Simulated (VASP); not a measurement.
## Cu: single point with LDA

Crystal: Cu.

```xyz
3
Lattice="3.9984 0.0000 0.0000 -1.9992 3.4627 0.0000 0.0000 0.0000 2.4004" Properties=species:S:1:pos:R:3 pbc="T T T"
Cu    1.9992    3.4627    0.0000
Cu    0.0000    2.3085    1.2002
Cu    1.9992    1.1542    1.2002
```

This isn't the form of Cu at room conditions, which is fcc.

```
Program                : VASP 6.6.1
Task                   : single point
Functional             : LDA
Potentials or basis    : VASP PAW LDA potentials, release 64 (Cu_sv_GW)
Cutoff                 : 820 eV
k mesh                 : 9 × 9 × 13
Occupations            : fermi-dirac, width 0.1 eV
Spin                   : no spin polarisation
Dipole correction      : no
Further INCAR settings : ALGO = Normal; EDIFF = 1e-06; NBANDS = 36
```

```yaml
Pressure: -0.6 GPa
Band_gap_on_the_k_mesh: zero (an odd number of electrons rules out a gap without spin polarisation)
```

Levels at points of the mesh, in eV from the Fermi level:
| k point | band 24 | band 25 | band 26 | band 27 | band 28 | band 29 | band 30 | band 31 | band 32 | band 33 |
| --- | --- | --- | --- | --- | --- | --- | --- | --- | --- | --- |
| (0.00, 0.00, 0.00) | -2.54 | -2.49 | -2.49 | -1.60 | -1.60 | 4.76 | 4.76 | 4.77 | 4.77 | 6.57 |

Run time: 2.6 min on 1 thread of AMD EPYC 9R45 96-Core Processor (Zen 5), on a shared host, peak memory 0.26 GiB.
